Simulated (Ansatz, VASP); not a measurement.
Given: the input of a run of Ansatz 0.2.0 on LiCaF3.

Contents of input.yaml:

```yaml
crystal:
  lattice:
    - [3.761244, 0.0, 0.0]
    - [0.0, 3.761244, 0.0]
    - [0.0, 0.0, 3.761244]
  atoms:
    - { symbol: Ca, position: [0.0, 0.0, 0.0] }
    - { symbol: F, position: [0.5, 0.0, 0.5] }
    - { symbol: F, position: [0.5, 0.5, 0.0] }
    - { symbol: F, position: [0.0, 0.5, 0.5] }
    - { symbol: Li, position: [0.5, 0.5, 0.5] }
hamiltonian:
  xc: pbe
  pseudopotentials: { kind: paw }
kpoints:
  mp_grid: { grid: [6, 6, 6] }
scf:
  occupations: { method: fermi_dirac, width: 0.05 }
output:
  forces: true
  stress: true
  eigenvalues: true
```

Potentials or basis: Ansatz PAW.

Run with:

```console
$ ansatz run input.yaml --threads 2 --pin off --max-ram 5632MiB --backend cpu --events-out ev --progress --plain --runs-dir out
```

**Question.** Translate it to VASP 6.6.1. Potentials there: VASP PAW PBE potentials, release 64 (Ca_sv, F, Li_sv).

**Answer.** As run (the cutoff follows the program's own potentials):

File INCAR:

```
PREC = Accurate
ENCUT = 520
EDIFF = 1E-6
ISMEAR = -1
SIGMA = 0.05
LREAL = F
LASPH = T
NELM = 80
ALGO = Normal
ISIF = 2
LWAVE = F
LCHARG = F
GGA = PE
NBANDS = 25
```

Contents of KPOINTS:

```
Automatic mesh
0
Gamma
  6 6 6
```

Contents of POSCAR:

```
LiCaF3
1.0
    3.7612440000      0.0000000000      0.0000000000
    0.0000000000      3.7612440000      0.0000000000
    0.0000000000      0.0000000000      3.7612440000
Ca F Li
1 3 1
Direct
    0.0000000000      0.0000000000      0.0000000000
    0.5000000000      0.0000000000      0.5000000000
    0.5000000000      0.5000000000      0.0000000000
    0.0000000000      0.5000000000      0.5000000000
    0.5000000000      0.5000000000      0.5000000000
```

Potentials or basis: VASP PAW PBE potentials, release 64 (Ca_sv, F, Li_sv).

The run is started by

```console
$ cat potpaw_PBE.64/Ca_sv/POTCAR potpaw_PBE.64/F/POTCAR potpaw_PBE.64/Li_sv/POTCAR > POTCAR
$ mpirun -np 1 vasp_std > vasp.out
```

Both were run:

|  | VASP | Ansatz | Ansatz less VASP |
| --- | --- | --- | --- |
| gap on the k mesh at the Fermi level (eV) | 6.48 | 6.49 | +0.007 |
| least direct gap on the mesh (eV) | 6.59 | 6.60 | +0.006 |

Noted on VASP's run: the cutoff is short for stress, so the pressure is rough.
